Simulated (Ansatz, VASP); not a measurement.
# One calculation of CuCl, two programs

File POSCAR:

```
CuCl
1.0
    0.0000000000      2.6357157191      2.6357157191
    2.6357157191      0.0000000000      2.6357157191
    2.6357157191      2.6357157191      0.0000000000
Cu Cl
1 1
Direct
    0.0000000000      0.0000000000      0.0000000000
    0.2500000000      0.2500000000      0.2500000000
```

The input INCAR.step1:

```
PREC = Accurate
ENCUT = 520
EDIFF = 1E-5
ISMEAR = -1
SIGMA = 0.05
LREAL = F
LASPH = T
NELM = 120
ALGO = Normal
ISIF = 2
LWAVE = T
LCHARG = F
GGA = PE
NBANDS = 16
GGA_COMPAT = F
```

Contents of INCAR.step2:

```
PREC = Accurate
ENCUT = 520
EDIFF = 1E-6
ISMEAR = -1
SIGMA = 0.05
LREAL = F
LASPH = T
NELM = 120
ALGO = Normal
ISIF = 2
LWAVE = F
LCHARG = F
GGA = PE
LHFCALC = T
HFSCREEN = 0.2079
PRECFOCK = Normal
ISTART = 1
NBANDS = 16
GGA_COMPAT = F
```

KPOINTS

```
regular mesh
0
Gamma
  4 4 4
```

Input for Ansatz:

```yaml
crystal:
  lattice:
    - [0.0, 2.635715719053, 2.635715719053]
    - [2.635715719053, 0.0, 2.635715719053]
    - [2.635715719053, 2.635715719053, 0.0]
  atoms:
    - { symbol: Cu, position: [0.0, 0.0, 0.0] }
    - { symbol: Cl, position: [0.25, 0.25, 0.25] }
kpoints:
  mp_grid: { grid: [4, 4, 4] }
hamiltonian:
  xc: hse06
  pseudopotentials: { kind: paw }
scf:
  occupations: { method: fermi_dirac, width: 0.05 }
  convergence: { dr2_threshold: "1e-10 eV" }
  exx: { energy_threshold: "2e-8 eV" }
output:
  forces: true
  stress: true
  eigenvalues: true
```

Alike in both runs: task single point; functional HSE06; k mesh 4 × 4 × 4; occupations fermi-dirac, width 0.05 eV; no spin polarisation.

|  | VASP | Ansatz |
| --- | --- | --- |
| version | VASP 6.6.1 | Ansatz 0.2.0 development build |
| potentials or method | VASP PAW PBE potentials, release 64 (Cu, Cl) | plane waves, PAW datasets (generated soft set 1) |
| plane-wave cutoff (eV) | 520 | 420 |
| valence electrons in the cell | 18 | 26 |

VASP gave:

```
gap on the k mesh at the Fermi level (eV) : 2.45
```

Q: What did Ansatz give for the same quantities?

A: gap on the k mesh at the Fermi level (eV): 2.48.

The functional is the same, so the differences come from potentials, cutoffs and numerics. VASP's potentials hold 18 valence electrons a cell and Ansatz's 26, so a difference there can come from the potentials and not from the codes.

The k mesh is coarse, so the values compare programs but aren't converged.
